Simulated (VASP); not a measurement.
# SiHC (P4_2/mmc) in VASP: notebook, part 2 of 2

VASP 6.6.1. Earlier steps stand in the parts before.

### 3 Single point, PBE

This run uses another cell than the first one, of 11.05 Å³/atom.

File INCAR:

```
PREC     = Accurate       # precision mode
ENCUT    = 520            # plane-wave cutoff, eV
EDIFF    = 1E-6           # SCF threshold, eV
ISMEAR   = 0              # smearing method
SIGMA    = 0.1            # smearing width, eV
LREAL    = False          # projectors in reciprocal space
LASPH    = True           # aspherical terms in the spheres
NELM     = 60             # most SCF steps
ALGO     = Normal         # electronic algorithm
ISIF     = 2              # what is computed and relaxed
LWAVE    = False          # write WAVECAR
LCHARG   = False          # write CHGCAR
GGA      = PE             # functional
NBANDS   = 18             # bands
```

File KPOINTS:

```
Automatic mesh
0
Gamma
  6 6 4
```

File POSCAR:

```
SiHC
1.0
    3.2608354200      0.0000000000      0.0000000000
    0.0000000000      3.2608354200      0.0000000000
    0.0000000000      0.0000000000      6.2346320100
Si H C
2 2 2
Direct
    0.0000000000      0.0000000000      0.7500000000
    0.0000000000      0.0000000000      0.2500000000
    0.5000000000      0.5000000000      0.0000000000
    0.5000000000      0.5000000000      0.5000000000
    0.5000000000      0.0000000000      0.5000000000
    0.0000000000      0.5000000000      0.0000000000
```

Potentials or basis: VASP PAW PBE potentials, release 64 (Si, H, C).

Run with:

```
cat potpaw_PBE.64/Si/POTCAR potpaw_PBE.64/H/POTCAR potpaw_PBE.64/C/POTCAR > POTCAR
mpirun -np 1 vasp_std > vasp.out
```

OUTCAR:

```text
PREC = Accurate
   ENCUT = 520
   EDIFF = 1E-6
   ISMEAR = 0
   LREAL = False
   LASPH = True
   NELM = 60
   ISIF = 2
   GGA = PE

 ion  position               nearest neighbor table
   1  0.000  0.000  0.750-   5 2.26   6 2.26   6 2.26   5 2.26   2 3.12   2 3.12
   2  0.000  0.000  0.250-   5 2.26   6 2.26   6 2.26   5 2.26   1 3.12   1 3.12
   3  0.500  0.500  0.000-
   4  0.500  0.500  0.500-
   5  0.500  0.000  0.500-   1 2.26   2 2.26   1 2.26   2 2.26
   6  0.000  0.500  0.000-   1 2.26   2 2.26   1 2.26   2 2.26

  LATTYP: Found a simple tetragonal cell.
 ALAT       =     3.2608354200
 C/A-ratio  =     1.9119738371

  Lattice vectors:

 A1 = (   3.2608354200,   0.0000000000,   0.0000000000)
 A2 = (   0.0000000000,   3.2608354200,   0.0000000000)
 A3 = (   0.0000000000,   0.0000000000,   6.2346320100)

Analysis of symmetry for initial positions (statically):
=====================================================================
 Subroutine PRICEL returns:
 Original cell was already a primitive cell.

 Routine SETGRP: Setting up the symmetry group for a
 simple tetragonal supercell.

 Subroutine GETGRP returns: Found 16 space group operations
 (whereof  8 operations were pure point group operations)
 out of a pool of 16 trial point group operations.

The static configuration has the point symmetry D_2h.
 The point group associated with its full space group is D_4h.

Analysis of symmetry for dynamics (positions and initial velocities):
=====================================================================
 Subroutine PRICEL returns:
 Original cell was already a primitive cell.

 Routine SETGRP: Setting up the symmetry group for a
 simple tetragonal supercell.

 Subroutine GETGRP returns: Found 16 space group operations
 (whereof  8 operations were pure point group operations)
 out of a pool of 16 trial point group operations.

The dynamic configuration has the point symmetry D_2h.
 The point group associated with its full space group is D_4h.

 Subroutine INISYM returns: Found 16 space group operations
 (whereof  8 operations are pure point group operations),
 and found     1 'primitive' translations

----------------------------------------------------------------------------------------

                                     Primitive cell

  volume of cell :      66.2931

  direct lattice vectors                    reciprocal lattice vectors
     3.260835420  0.000000000  0.000000000     0.306669878  0.000000000  0.000000000
     0.000000000  3.260835420  0.000000000     0.000000000  0.306669878  0.000000000
     0.000000000  0.000000000  6.234632010     0.000000000  0.000000000  0.160394390

  length of vectors
     3.260835420  3.260835420  6.234632010     0.306669878  0.306669878  0.160394390

  position of ions in fractional coordinates (direct lattice)
     0.000000000  0.000000000  0.750000000
     0.000000000  0.000000000  0.250000000
     0.500000000  0.500000000  0.000000000
     0.500000000  0.500000000  0.500000000
     0.500000000  0.000000000  0.500000000
[... 25 lines left out ...]

  Length of vectors
     0.051111646  0.051111646  0.040098598

  Shift w.r.t. Gamma in fractional coordinates (k-lattice)
     0.000000000  0.000000000  0.000000000

 Subroutine IBZKPT returns following result:
 ===========================================

 Found     30 irreducible k-points:

 Following reciprocal coordinates:
            Coordinates               Weight
  0.000000  0.000000  0.000000      1.000000
  0.166667  0.000000  0.000000      4.000000
  0.333333  0.000000  0.000000      4.000000
  0.500000  0.000000  0.000000      2.000000
  0.166667  0.166667  0.000000      4.000000
  0.333333  0.166667  0.000000      8.000000
[... 16 lines left out ...]
  0.333333  0.000000  0.500000      4.000000
  0.500000  0.000000  0.500000      2.000000
 [... further k-points ...]
   k-points           NKPTS =     30   k-points in BZ     NKDIM =     30   number of bands    NBANDS=     18
   number of dos      NEDOS =    301   number of ions     NIONS =      6
   total plane-waves  NPLWV =  27648
   dimension x,y,z NGX =    24 NGY =   24 NGZ =   48
   dimension x,y,z NGXF=    48 NGYF=   48 NGZF=   96
   ions per type =               2   2   2
   NGX,Y,Z   is equivalent  to a cutoff of  12.24, 12.24, 12.80 a.u.
   NGXF,Y,Z  is equivalent  to a cutoff of  24.47, 24.47, 25.60 a.u.
 SYSTEM =  unknown system
   PREC   = accura    normal or accurate (medium, high low for compatibility)
   ISTART =      0    job   : 0-new  1-cont  2-samecut
   ICHARG =      2    charge: 1-file 2-atom 10-const
   ISPIN  =      1    spin polarized calculation?
   LNONCOLLINEAR =      F non collinear calculations
   LSORBIT =      F    spin-orbit coupling
   LASPH  =      T    aspherical Exc in radial PAW
   ENCUT  =  520.0 eV  38.22 Ry    6.18 a.u.   6.06  6.06 11.59*2*pi/ulx,y,z
   NELM   =     60;   NELMIN=  2; NELMDL= -5     # of ELM steps
   EDIFF  = 0.1E-05   stopping-criterion for ELM
   LREAL  =      F    real-space projection
   EDIFFG = 0.1E-04   stopping-criterion for IOM
   NSW    =      0    number of steps for IOM
   IBRION =     -1    ionic relax: 0-MD 1-quasi-New 2-CG
   NFREE  =      0    steps in history (QN), initial steepest desc. (CG)
   ISIF   =      2    stress and relaxation
   ISYM   =      2    0-nonsym 1-usesym 2-fastsym
   POTIM  = 0.5000    time-step for ionic-motion
   TEBEG  =    0.0;   TEEND  =   0.0 temperature during run
   PSTRESS=    0.0 pullay stress
   NELECT =      18.0000    total number of electrons
   NUPDOWN=      -1.0000    fix difference up-down
   EMIN   =  10.00;   EMAX   =-10.00  energy-range for DOS
   EFERMI =   0.00;   METHOD = LEGACY
   ISMEAR =     0;   SIGMA  =   0.10  broadening in eV -4-tet -1-fermi 0-gaus
   EFERMI_NEDOS =   21; number of points for ismear=-14 and -15
   IALGO  =     38    algorithm
   IMIX   =      4    mixing-type and parameters
     AMIX     =   0.40;   BMIX     =  1.00
     AMIX_MAG =   1.60;   BMIX_MAG =  1.00
  volume/ion in A,a.u.               =      11.05        74.56
  Fermi-wavevector in a.u.,A,eV,Ry     =   1.060090  2.003280 15.290107  1.123791
  Thomas-Fermi vector in A             =   2.195459
   LORBIT       =      0    0 simple, 1 ext, 2 COOP (PROOUT), +10 PAW based schemes
   GGA     = PE    functional components
   LHFCALC =     F    Hartree Fock is set to
   AEXX    =    0.0000 exact exchange contribution
   IVDW    =     0    specifies the selected vdW correction
   LEPSILON=     F    determine dielectric tensor
   LRPA    =     F    only Hartree local field effects (RPA)
 non-spin polarized calculation
 Gauss-broadening in eV      SIGMA  =   0.10
  energy-cutoff  :      520.00
  volume of cell :       66.29
 maximum number of plane-waves:      1812
   NGX = 13   NGY = 13   NGZ = 23

 number of electron      18.0000000 magnetization

 Free energy of the ion-electron system (eV)
  ---------------------------------------------------
  ext. energy  EPLUGINS =         0.00000000
  ---------------------------------------------------
  free energy    TOTEN  =       -28.89779219 eV

  energy without entropy =      -28.88755097  energy(sigma->0) =      -28.89267158

 E-fermi :   5.5565     XC(G=0): -10.0279

 val. band max:        5.5361739325   @ k =   0.5000   0.5000   0.2500
 cond. band min:       5.5704991092   @ k =   0.5000   0.3333   0.0000
 fundamental gap:      0.0343251767
 Fermi energy:         5.5565469362

 k-point     1 :       0.0000    0.0000    0.0000
  band No.  band energies     occupation
      1      -8.7617      2.00000
      2      -6.7044      2.00000
      3      -3.8585      2.00000
      4       2.7933      2.00000
      5       2.9647      2.00000
      6       3.0625      2.00000
[... 481 lines left out ...]
      5       1.3161      2.00000
      6       1.5675      2.00000
[... 10 lines left out ...]
     17      12.5547      0.00000
     18      14.3235      0.00000

 [... further k-points ...]
[... 5 lines left out ...]
  --------------------------------------------------------------------------------------
  -------------------------------------------------------------------------------------
  Total       -8.5862551     -8.5862551    -12.4933160      0.0000000      0.0000000      0.0000000
  in kB     -207.5132276   -207.5132276   -301.9393548      0.0000000      0.0000000      0.0000000
  external PRESSURE =    -238.9886033 kB  Pullay stress =       0.0000000 kB

 VOLUME and BASIS-vectors are now :
 -----------------------------------------------------------------------------
  energy-cutoff  :      520.00
  volume of cell :       66.29
      direct lattice vectors                 reciprocal lattice vectors
     3.260835420  0.000000000  0.000000000     0.306669878  0.000000000  0.000000000
     0.000000000  3.260835420  0.000000000     0.000000000  0.306669878  0.000000000
     0.000000000  0.000000000  6.234632010     0.000000000  0.000000000  0.160394390

 POSITION                                       TOTAL-FORCE (eV/Angst)
 -----------------------------------------------------------------------------------
      0.00000      0.00000      4.67597        -0.000000     -0.000000      0.000000
      0.00000      0.00000      1.55866         0.000000      0.000000     -0.000000
      1.63042      1.63042      0.00000         0.000000     -0.000000      0.000000
      1.63042      1.63042      3.11732         0.000000     -0.000000      0.000000
      1.63042      0.00000      3.11732         0.000000     -0.000000      0.000000
      0.00000      1.63042      0.00000         0.000000     -0.000000      0.000000
 -----------------------------------------------------------------------------------
    total drift:                                0.000000     -0.000000     -0.000000

  FREE ENERGIE OF THE ION-ELECTRON SYSTEM (eV)
  ---------------------------------------------------
  free  energy   TOTEN  =       -28.8977921891 eV

  energy  without entropy=      -28.8875509726  energy(sigma->0) =      -28.89267158
```

Run time: 44 s. Hardware: 1 thread of Intel Xeon 8259CL, shared host; peak memory 0.18 GiB.

Results:

| Item | Value |
| --- | --- |
| Free energy | -28.8978 eV |
| Pressure | -23.9 GPa |
| Band gap on the k mesh | zero (bands 9 and 10 overlap by 1.94 eV) |

Levels at points of the mesh, in eV from the Fermi level:
| k point | band 7 | band 8 | band 9 | band 10 | band 11 | band 12 |
| --- | --- | --- | --- | --- | --- | --- |
| (0.00, 0.00, 0.00) | -2.49 | -0.78 | -0.78 | 0.55 | 0.86 | 1.36 |
| (0.50, 0.00, 0.00) | -1.73 | -0.29 | 0.49 | 1.03 | 1.03 | 2.47 |
| (0.50, 0.50, 0.00) | -4.34 | -4.22 | -4.22 | -0.71 | -0.71 | 3.18 |
| (0.00, 0.00, 0.50) | -1.33 | -1.33 | -0.02 | -0.02 | 1.60 | 1.60 |
| (0.50, 0.00, 0.50) | -3.40 | -1.70 | -0.28 | -0.25 | 1.76 | 3.19 |
| (0.50, 0.50, 0.50) | -4.55 | -4.55 | -0.67 | -0.67 | 1.60 | 1.60 |

Caveat: the stress differs along the axes, from -30 to -21 GPa.

### 4 Relaxation of cell and atoms, PBE

This run uses another cell than the first one, of 11.05 Å³/atom.

File INCAR:

```
SYSTEM = SiHC
ALGO = Normal ; EDIFF = 1E-6
EDIFFG = -0.04 ; ENCUT = 600
GGA = PE ; IBRION = 2
ISIF = 3 ; ISMEAR = 0
LASPH = .True. ; LCHARG = .False.
LREAL = .False. ; LWAVE = .False.
NELM = 100 ; NSW = 90
PREC = Accurate ; SIGMA = 0.1
```

File KPOINTS:

```
k-points
0
Gamma
  6 6 4
  0 0 0
```

POSCAR is that of step 3.

Run with:

```
cat potpaw_PBE.64/Si/POTCAR potpaw_PBE.64/H/POTCAR potpaw_PBE.64/C/POTCAR > POTCAR
mpirun -np 1 vasp_std > vasp.out
```

It took 2.8 min on 1 thread of Intel Xeon 8259CL, shared host; peak memory 0.2 GiB.

Results (log left out):

```yaml
Free_energy: -30.7102 eV
Relaxed_volume: 8.12 Å³/atom
Relaxed_cell: a = 2.989 Å, b = 2.989 Å, c = 5.458 Å, α = 90.00°, β = 90.00°, γ = 90.00°
Space_group_after_relaxing_to_0.1_Å: P4_2/mmc (No. 131)
Energy_gained_by_relaxing: 301.9 meV/atom
Ionic_steps: 5
Pressure_after_relaxing: -0.1 GPa
Band_gap_on_the_k_mesh: zero (bands 9 and 10 overlap by 3.60 eV)
```

Stress tensor (GPa, compression positive):
```
 0.00  0.00  0.00
 0.00  0.00  0.00
 0.00  0.00 -0.29
```

The path:
```tsv
step	energy change (eV)	largest force (eV/Å)	pressure (GPa)	volume (Å³)
1	0.0000	0.0000	-23.93	66.29
2	-1.7268	0.0000	-8.21	51.67
3	-1.8104	0.0000	-0.48	48.86
4	-1.8105	0.0000	0.54	48.55
5	-1.8111	0.0000	-0.10	48.75
```

Final structure:
```xyz
6
Lattice="2.9885 0.0000 0.0000 0.0000 2.9885 0.0000 0.0000 0.0000 5.4581" Properties=species:S:1:pos:R:3 pbc="T T T"
Si    0.0000    0.0000    4.0936
Si    0.0000    2.9885    1.3645
H     1.4943    1.4943    0.0000
H     1.4943    1.4943    2.7290
C     1.4943    0.0000    2.7290
C     0.0000    1.4943    0.0000
```

Levels at points of the mesh, in eV from the Fermi level:
```tsv
k point	band 6	band 7	band 8	band 9	band 10	band 11	band 12	band 13
(0.00, 0.00, 0.00)	-3.85	-2.00	-2.00	-1.61	-0.14	0.90	1.24	3.97
(0.50, 0.00, 0.00)	-7.20	-3.25	-1.30	1.02	1.34	3.17	3.50	3.59
(0.50, 0.50, 0.00)	-7.89	-5.98	-5.98	-3.37	-1.86	-1.86	2.00	5.99
(0.00, 0.00, 0.50)	-3.91	-2.64	-2.64	-0.37	-0.37	1.46	1.46	4.45
(0.50, 0.00, 0.50)	-5.50	-3.21	-2.34	-1.28	-0.43	2.03	3.48	4.05
(0.50, 0.50, 0.50)	-8.79	-6.54	-6.54	0.43	0.43	0.61	0.61	2.34
```

Caveat: the volume moved by over 15 % at a fixed basis, so the end points are rough.

### 5 Summary

```tsv
task	cell	cutoff (eV)	gap on the mesh (eV)	pressure (GPa)
single point	a = 2.990, b = 2.990, c = 5.452 Å, 6 atoms	520	none	0.0
single point	a = 3.261, b = 3.261, c = 6.235 Å, 6 atoms	520	none	-23.9
relaxation of cell and atoms	relaxed from a = 3.261, b = 3.261, c = 6.235 Å, 6 atoms	600	none	-0.1
```

Alike in all rows: level PBE; potentials or basis VASP PAW PBE potentials, release 64 (Si, H, C); no spin polarisation; k mesh 6 × 6 × 4; smearing gaussian 0.1 eV.

Caveats: the stress differs along the axes, from -30 to -21 GPa (at least some runs); the volume moved by over 15 % at a fixed basis, so the end points are rough (at least some runs).

Absolute energies hang on the potentials; compare differences alone.

The gap in the log of VASP goes by the Fermi energy; the results here count the filled bands.